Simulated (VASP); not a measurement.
Wanted: the native input for a VASP 6.6.1 run.

| Item | Value |
| --- | --- |
| Task | electric field gradients |
| Functional | PBEsol |
| Potentials or basis | VASP PAW PBE potentials, release 64 (Ru_pv) |
| Cutoff | 520 eV |
| k mesh | 14 × 14 × 8 |
| Occupations | fermi-dirac, width 0.03 eV |
| Spin | no spin polarisation |
| Dipole correction | no |
| Further INCAR settings | ALGO = Normal; EDIFF = 1e-08; NBANDS = 21 |

The structure of Ru lies in POSCAR:

```
Ru
1.0
    2.6510333155      0.0000000000      0.0000000000
   -1.3255166578      2.2958621976      0.0000000000
    0.0000000000      0.0000000000      4.1952333309
Ru
2
Direct
    0.3333333333      0.6666666667      0.2500000000
    0.6666666667      0.3333333333      0.7500000000
```

This cell differs from its parent crystal: volume scaled by 0.9405.

One way to write it, as run:

INCAR

```
SYSTEM = Ru
PREC     = Accurate       ! precision mode
ENCUT    = 520            ! plane-wave cutoff, eV
EDIFF    = 1E-8           ! SCF threshold, eV
ISMEAR   = -1             ! smearing method
SIGMA    = 0.03           ! smearing width, eV
LREAL    = .False.        ! projectors in reciprocal space
LASPH    = .True.         ! aspherical terms in the spheres
NELM     = 60             ! most SCF steps
ALGO     = Normal         ! electronic algorithm
ISIF     = 2              ! what is computed and relaxed
LWAVE    = .False.        ! write WAVECAR
LCHARG   = .False.        ! write CHGCAR
GGA      = PS             ! functional
LEFG     = .True.       
NBANDS   = 21             ! bands
```

KPOINTS

```
Automatic mesh
0
Gamma
  14 14 8
  0 0 0
```

Potentials or basis: VASP PAW PBE potentials, release 64 (Ru_pv).

The run is started by

```sh
$ cat potpaw_PBE.64/Ru_pv/POTCAR > POTCAR
$ mpirun -np 1 vasp_std > vasp.out
```

Results of the run:

```json
{
 "Pressure": "16.4 GPa",
 "Band gap on the k mesh": "zero (band 14 reaches 15.67 eV, above the bottom of band 15 at 12.20 eV)"
}
```

Caveat: without QUAD_EFG the Cq values of the log hold for a quadrupole moment of 1 mb, not for the nuclei; the PAW data sets were made with another functional, which shifts forces and pressure a little.

Wall time 24 s on 1 thread of AMD EPYC 9R45 96-Core Processor (Zen 5) (shared host), peak memory 0.14 GiB.
